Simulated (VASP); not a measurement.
Wanted: the native input for a VASP 6.6.1 run.

```yaml
Task: single point
Functional: LDA
Potentials_or_basis: VASP PAW LDA potentials, release 64 (Ge_d)
Cutoff: 520 eV
k_mesh: 9 × 9 × 9
Occupations: gaussian, width 0.15 eV
Spin: no spin polarisation
Dipole_correction: no
Further_INCAR_settings: ALGO = Normal; EDIFF = 1e-06; NBANDS = 66
```

The structure of Ge lies in POSCAR:

```
Ge
1.0
    4.7337000000      2.7330029693      1.9825333333
   -4.7337000000      2.7330029693      1.9825333333
    0.0000000000     -5.4660059385      1.9825333333
Ge
8
Direct
    0.7160372198      0.7160372198      0.7160372198
    0.2839627802      0.2839627802      0.2839627802
    0.0289443365      0.7253625346      0.5322921793
    0.5322921793      0.0289443365      0.7253625346
    0.7253625346      0.5322921793      0.0289443365
    0.9710556635      0.2746374654      0.4677078207
    0.4677078207      0.9710556635      0.2746374654
    0.2746374654      0.4677078207      0.9710556635
```

These files were run (other wordings do the same):

INCAR

```
SYSTEM = Ge
  ALGO = Normal
  EDIFF = 1E-6
  ENCUT = 520
  GGA = CA
  ISIF = 2
  ISMEAR = 0
  LASPH = .True.
  LCHARG = .False.
  LREAL = .False.
  LWAVE = .False.
  NBANDS = 66
  NELM = 60
  PREC = Accurate
  SIGMA = 0.15
```

KPOINTS

```
k-points
0
Gamma
  9 9 9
  0 0 0
```

Potentials or basis: VASP PAW LDA potentials, release 64 (Ge_d).

Command:

```sh
$ cat potpaw_LDA.64/Ge_d/POTCAR > POTCAR
$ mpirun -np 1 vasp_std > vasp.out
```

It gave:

The pressure is 3.7 GPa. The largest force is 0.464 eV/Å and the band gap on the k mesh is zero (bands 56 and 57 overlap by 0.58 eV).

Caveat: the stress differs along the axes, from -2 to 7 GPa; semilocal functionals underestimate gaps, and a narrow one can read as zero.

Run time: 17 min on 1 thread of Intel(R) Xeon(R) 6975P-C (Granite Rapids), with other jobs on the host, peak memory 0.82 GiB.
